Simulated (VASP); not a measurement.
# CuO (Cc) in VASP: a series of runs, part 3 of 3

VASP 6.6.1. The steps go on from the part before.

### 5 Single point, LDA

This run uses another cell than the first one, of 9.76 Å³/atom.

The input, INCAR:

```
PREC     = Accurate       # precision mode
ENCUT    = 520            # plane-wave cutoff, eV
EDIFF    = 1E-6           # SCF threshold, eV
ISMEAR   = -1             # smearing method
SIGMA    = 0.05           # smearing width, eV
LREAL    = False          # projectors in reciprocal space
LASPH    = True           # aspherical terms in the spheres
NELM     = 100            # most SCF steps
ALGO     = Normal         # electronic algorithm
ISIF     = 2              # what is computed and relaxed
LWAVE    = False          # write WAVECAR
LCHARG   = False          # write CHGCAR
NBANDS   = 25             # bands
```

The input, KPOINTS:

```
Automatic mesh
0
Gamma
  10 10 5
```

The input, POSCAR:

```
CuO
1.0
    2.3129614193     -1.6902429297      0.0000000000
    2.3129614193      1.6902429297      0.0000000000
   -0.8489194314      0.0000000000      4.9910602940
Cu O
2 2
Direct
    0.0032000000      0.4968000000      0.0000000000
    0.4968000000      0.0032000000      0.5000000000
    0.5714000000      0.4056000000      0.2537000000
    0.4056000000      0.5714000000      0.7537000000
```

Potentials or basis: VASP PAW LDA potentials, release 64 (Cu, O).

The run is started by

```
$ cat potpaw_LDA.64/Cu/POTCAR potpaw_LDA.64/O/POTCAR > POTCAR
$ mpirun -np 1 vasp_std > vasp.out
```

OUTCAR:

```text
PREC = Accurate
   ENCUT = 520
   EDIFF = 1E-6
   ISMEAR = -1
   LREAL = False
   LASPH = True
   NELM = 100
   ISIF = 2

 ion  position               nearest neighbor table
   1  0.003  0.497  0.000-   4 1.88   3 1.91   4 1.95   3 1.99
   2  0.497  0.003  0.500-   3 1.88   4 1.91   3 1.95   4 1.99
   3  0.571  0.406  0.254-   2 1.88   1 1.91   2 1.95   1 1.99
   4  0.406  0.571  0.754-   1 1.88   2 1.91   1 1.95   2 1.99

  LATTYP: Found a base centered monoclinic cell.
 ALAT       =     4.6259228386
 B/A-ratio  =     0.7307700490
 C/A-ratio  =     1.0944283419
 COS(beta)  =    -0.1676798045

  Lattice vectors:

 A1 = (   2.3129614193,  -1.6902429297,   0.0000000000)
 A2 = (   2.3129614193,   1.6902429297,   0.0000000000)
 A3 = (  -0.8489194314,   0.0000000000,   4.9910602940)

Analysis of symmetry for initial positions (statically):
=====================================================================
 Subroutine PRICEL returns:
 Original cell was already a primitive cell.

 Routine SETGRP: Setting up the symmetry group for a
 base centered monoclinic supercell.

 Subroutine GETGRP returns: Found  2 space group operations
 (whereof  1 operations were pure point group operations)
 out of a pool of  4 trial point group operations.

The static configuration has the point symmetry C_1 .
 The point group associated with its full space group is C_1h.

Analysis of symmetry for dynamics (positions and initial velocities):
=====================================================================
 Subroutine PRICEL returns:
 Original cell was already a primitive cell.

 Routine SETGRP: Setting up the symmetry group for a
 base centered monoclinic supercell.

 Subroutine GETGRP returns: Found  2 space group operations
 (whereof  1 operations were pure point group operations)
 out of a pool of  4 trial point group operations.

The dynamic configuration has the point symmetry C_1 .
 The point group associated with its full space group is C_1h.

 Subroutine INISYM returns: Found  2 space group operations
 (whereof  1 operations are pure point group operations),
 and found     1 'primitive' translations

----------------------------------------------------------------------------------------

                                     Primitive cell

  volume of cell :      39.0248

  direct lattice vectors                    reciprocal lattice vectors
     2.312961419 -1.690242930  0.000000000     0.216173083 -0.295815466  0.036768446
     2.312961419  1.690242930  0.000000000     0.216173083  0.295815466  0.036768446
    -0.848919431  0.000000000  4.991060294     0.000000000  0.000000000  0.200358229

  length of vectors
     2.864735885  2.864735885  5.062741062     0.368224809  0.368224809  0.200358229

  position of ions in fractional coordinates (direct lattice)
     0.003200000  0.496800000  0.000000000
     0.496800000  0.003200000  0.500000000
     0.571400000  0.405600000  0.253700000
     0.405600000  0.571400000  0.753700000

  ion indices of the primitive-cell ions
   primitive index   ion index
                 1           1
                 2           2
                 3           3
                 4           4

----------------------------------------------------------------------------------------

[... 25 lines left out ...]
            Coordinates               Weight
  0.000000  0.000000  0.000000      1.000000
  0.100000  0.000000  0.000000      4.000000
  0.200000  0.000000  0.000000      4.000000
  0.300000  0.000000  0.000000      4.000000
  0.400000  0.000000  0.000000      4.000000
  0.500000  0.000000  0.000000      2.000000
[... 16 lines left out ...]
  0.300000  0.300000  0.000000      2.000000
  0.400000  0.300000  0.000000      4.000000
 [... further k-points ...]
   k-points           NKPTS =    141   k-points in BZ     NKDIM =    141   number of bands    NBANDS=     25
   number of dos      NEDOS =    301   number of ions     NIONS =      4
   total plane-waves  NPLWV =  23040
   dimension x,y,z NGX =    24 NGY =   24 NGZ =   40
   dimension x,y,z NGXF=    48 NGYF=   48 NGZF=   80
   ions per type =               2   2
   NGX,Y,Z   is equivalent  to a cutoff of  13.93, 13.93, 13.13 a.u.
   NGXF,Y,Z  is equivalent  to a cutoff of  27.86, 27.86, 26.27 a.u.
 SYSTEM =  unknown system
   PREC   = accura    normal or accurate (medium, high low for compatibility)
   ISTART =      0    job   : 0-new  1-cont  2-samecut
   ICHARG =      2    charge: 1-file 2-atom 10-const
   ISPIN  =      1    spin polarized calculation?
   LNONCOLLINEAR =      F non collinear calculations
   LSORBIT =      F    spin-orbit coupling
   LASPH  =      T    aspherical Exc in radial PAW
   ENCUT  =  520.0 eV  38.22 Ry    6.18 a.u.   5.33  5.33  9.41*2*pi/ulx,y,z
   NELM   =    100;   NELMIN=  2; NELMDL= -5     # of ELM steps
   EDIFF  = 0.1E-05   stopping-criterion for ELM
   LREAL  =      F    real-space projection
   EDIFFG = 0.1E-04   stopping-criterion for IOM
   NSW    =      0    number of steps for IOM
   IBRION =     -1    ionic relax: 0-MD 1-quasi-New 2-CG
   NFREE  =      0    steps in history (QN), initial steepest desc. (CG)
   ISIF   =      2    stress and relaxation
   ISYM   =      2    0-nonsym 1-usesym 2-fastsym
   POTIM  = 0.5000    time-step for ionic-motion
   TEBEG  =    0.0;   TEEND  =   0.0 temperature during run
   PSTRESS=    0.0 pullay stress
   NELECT =      34.0000    total number of electrons
   NUPDOWN=      -1.0000    fix difference up-down
   EMIN   =  10.00;   EMAX   =-10.00  energy-range for DOS
   EFERMI =   0.00;   METHOD = LEGACY
   ISMEAR =    -1;   SIGMA  =   0.05  broadening in eV -4-tet -1-fermi 0-gaus
   EFERMI_NEDOS =   21; number of points for ismear=-14 and -15
   IALGO  =     38    algorithm
   IMIX   =      4    mixing-type and parameters
     AMIX     =   0.40;   BMIX     =  1.00
     AMIX_MAG =   1.60;   BMIX_MAG =  1.00
  volume/ion in A,a.u.               =       9.76        65.84
  Fermi-wavevector in a.u.,A,eV,Ry     =   1.563583  2.954744 33.263425  2.444793
  Thomas-Fermi vector in A             =   2.666333
   LORBIT       =      0    0 simple, 1 ext, 2 COOP (PROOUT), +10 PAW based schemes
   GGA     = CA    functional components
   LHFCALC =     F    Hartree Fock is set to
   AEXX    =    0.0000 exact exchange contribution
   IVDW    =     0    specifies the selected vdW correction
   LEPSILON=     F    determine dielectric tensor
   LRPA    =     F    only Hartree local field effects (RPA)
 non-spin polarized calculation
  energy-cutoff  :      520.00
  volume of cell :       39.02
 maximum number of plane-waves:      1071
 NGX is ok and might be reduce to    24
   NGX = 11   NGY = 11   NGZ = 19

 number of electron      34.0000007 magnetization

 Free energy of the ion-electron system (eV)
  ---------------------------------------------------
  ext. energy  EPLUGINS =         0.00000000
  ---------------------------------------------------
  free energy    TOTEN  =       -23.15577745 eV

  energy without entropy =      -23.13715643  energy(sigma->0) =      -23.14646694

 E-fermi :   5.9132     XC(G=0): -12.6499

 val. band max:        5.8993233268   @ k =   0.5000   0.1000   0.2000
 cond. band min:       5.9230997954   @ k =  -0.1000  -0.0000   0.4000
 fundamental gap:      0.0237764686
 Fermi energy:         5.9132315447

 k-point     1 :       0.0000    0.0000    0.0000
  band No.  band energies     occupation
      1     -14.0768      2.00000
      2     -12.5752      2.00000
      3      -2.6676      2.00000
      4       0.0397      2.00000
      5       0.4208      2.00000
      6       2.3089      2.00000
[... 661 lines left out ...]
     24      19.4233      0.00000
     25      20.4446      0.00000

 [... further k-points ...]

------------------------ aborting loop because EDIFF is reached ----------------------------------------

  FORCE on cell =-STRESS in cart. coord.  units (eV):
  Direction    XX          YY          ZZ          XY          YZ          ZX
  --------------------------------------------------------------------------------------
  -------------------------------------------------------------------------------------
  Total       -0.4423434      0.0541012     -0.6116942      0.0000000      0.0000000     -0.3584463
  in kB      -18.1605822      2.2211453    -25.1133463      0.0000000      0.0000000    -14.7161561
  external PRESSURE =     -13.6842611 kB  Pullay stress =       0.0000000 kB

 VOLUME and BASIS-vectors are now :
 -----------------------------------------------------------------------------
  energy-cutoff  :      520.00
  volume of cell :       39.02
      direct lattice vectors                 reciprocal lattice vectors
     2.312961419 -1.690242930  0.000000000     0.216173083 -0.295815466  0.036768446
     2.312961419  1.690242930  0.000000000     0.216173083  0.295815466  0.036768446
    -0.848919431  0.000000000  4.991060294     0.000000000  0.000000000  0.200358229

 POSITION                                       TOTAL-FORCE (eV/Angst)
 -----------------------------------------------------------------------------------
      1.15648      0.83430      0.00000        -0.685894      0.377656      0.265438
      0.73202     -0.83430      2.49553        -0.685894     -0.377656      0.265438
      2.04439     -0.28024      1.26623         0.685894      0.343636     -0.265438
      1.61993      0.28024      3.76176         0.685894     -0.343636     -0.265438
 -----------------------------------------------------------------------------------
    total drift:                                0.000138      0.000000      0.000238

  FREE ENERGIE OF THE ION-ELECTRON SYSTEM (eV)
  ---------------------------------------------------
  free  energy   TOTEN  =       -23.1557774482 eV

  energy  without entropy=      -23.1371564340  energy(sigma->0) =      -23.14646694
```

Wall time 3.4 min (1 thread of Intel Xeon 8259CL, shared host); peak memory 0.23 GiB.

Results:

```
Free energy            : -23.1558 eV
Pressure               : -1.4 GPa
Largest force          : 0.827 eV/Å
Band gap on the k mesh : zero (bands 17 and 18 overlap by 0.61 eV)
```

Forces on the atoms (eV/Å):
```
Cu  -0.686  0.378  0.265
Cu  -0.686 -0.378  0.265
O    0.686  0.344 -0.265
O    0.686 -0.344 -0.265
```

Caveat: semilocal functionals often make such compounds metallic where correlation or magnetic order opens a gap, which also shifts bond lengths. With open d or f shells a metallic result of LDA can be an artefact of self-interaction; +U or a hybrid may open a gap.

### 6 Single point, BLYP

This run uses another cell than the first one, of 9.76 Å³/atom.

The input, INCAR:

```
SYSTEM = CuO
PREC     = Accurate       ! precision mode
ENCUT    = 520            ! plane-wave cutoff, eV
EDIFF    = 1E-7           ! SCF threshold, eV
ISMEAR   = -1             ! smearing method
SIGMA    = 0.05           ! smearing width, eV
LREAL    = .False.        ! projectors in reciprocal space
LASPH    = .True.         ! aspherical terms in the spheres
NELM     = 100            ! most SCF steps
ALGO     = Normal         ! electronic algorithm
ISIF     = 2              ! what is computed and relaxed
LWAVE    = .False.        ! write WAVECAR
LCHARG   = .False.        ! write CHGCAR
GGA      = B5             ! functional
ALDAX    = 1.0          
AGGAX    = 1.0          
AGGAC    = 1.0          
ALDAC    = 0.0          
NBANDS   = 25             ! bands
```

The input, KPOINTS:

```
regular mesh
0
Gamma
  10 10 5
  0 0 0
```

POSCAR is that of step 5.

Potentials or basis: VASP PAW PBE potentials, release 64 (Cu, O).

The run is started by

```
$ cat potpaw_PBE.64/Cu/POTCAR potpaw_PBE.64/O/POTCAR > POTCAR
$ mpirun -np 1 vasp_std > vasp.out
```

Wall time 4 min (1 thread of Intel Xeon 8259CL, shared host); peak memory 0.24 GiB.

It converged, with:

```yaml
Free_energy: -17.7005 eV
Pressure: 22.4 GPa
Largest_force: 0.960 eV/Å
Band_gap_on_the_k_mesh: zero (bands 17 and 18 overlap by 0.60 eV)
```

Forces on the atoms (eV/Å):
```
Cu  -0.784  0.458  0.313
Cu  -0.784 -0.458  0.313
O    0.784  0.085 -0.313
O    0.784 -0.085 -0.313
```

Stress tensor (GPa, compression positive):
```
22.66  0.00 -3.29
 0.00 20.58  0.00
-3.29  0.00 23.99
```

Levels at points of the mesh, in eV from the Fermi level:
| k point | band 15 | band 16 | band 17 | band 18 | band 19 | band 20 |
| --- | --- | --- | --- | --- | --- | --- |
| (0.00, 0.00, 0.00) | -2.31 | -1.81 | 0.21 | 0.94 | 2.03 | 6.40 |
| (0.50, 0.00, 0.00) | -1.62 | -1.52 | -0.03 | 0.29 | 5.03 | 6.67 |
| (0.50, 0.50, 0.00) | -1.72 | -1.35 | -0.73 | 1.10 | 3.50 | 7.27 |

Caveat: the cell stands under pressure; the PAW data sets were made with another functional, which shifts forces and pressure a little; semilocal functionals often make such compounds metallic where correlation or magnetic order opens a gap, which also shifts bond lengths.

### 7 The runs side by side

| level | potentials or basis | cell | k mesh | gap on the mesh (eV) | pressure (GPa) | largest force (eV/Å) |
| --- | --- | --- | --- | --- | --- | --- |
| PBE | VASP PAW PBE potentials, release 64 (Cu, O) | a = 2.904, b = 2.904, c = 5.132 Å, angles 97.8, 97.8, 72.3°, 4 atoms | 4 × 4 × 3 | none | 6.4 | 0.78 |
| LDA | VASP PAW LDA potentials, release 64 (Cu, O) | a = 2.845, b = 2.845, c = 5.027 Å, angles 97.8, 97.8, 72.3°, 4 atoms | 10 × 10 × 5 | none | 3.1 | 0.90 |
| BLYP | VASP PAW PBE potentials, release 64 (Cu, O) | a = 2.845, b = 2.845, c = 5.027 Å, angles 97.8, 97.8, 72.3°, 4 atoms | 10 × 10 × 5 | none | 27.8 | 1.04 |
| LDA | VASP PAW LDA potentials, release 64 (Cu, O) | a = 2.865, b = 2.865, c = 5.063 Å, angles 97.8, 97.8, 72.3°, 4 atoms | 10 × 10 × 5 | none | -1.4 | 0.83 |
| BLYP | VASP PAW PBE potentials, release 64 (Cu, O) | a = 2.865, b = 2.865, c = 5.063 Å, angles 97.8, 97.8, 72.3°, 4 atoms | 10 × 10 × 5 | none | 22.4 | 0.96 |

Alike in all rows: task single point; no spin polarisation; cutoff (eV) 520; smearing fermi-dirac 0.05 eV.

Caveats: some runs use coarse meshes; semilocal functionals often make such compounds metallic where correlation or magnetic order opens a gap, which also shifts bond lengths; the cell stands under pressure (at least some runs); the PAW data sets were made with another functional, which shifts forces and pressure a little (at least some runs); semilocal functionals underestimate gaps, and a narrow one can read as zero (at least some runs); the stress differs along the axes, from 25 to 30 GPa (at least some runs).

Absolute energies hang on the potentials; compare differences alone.

The gap in the log of VASP goes by the Fermi energy; the results here count the filled bands.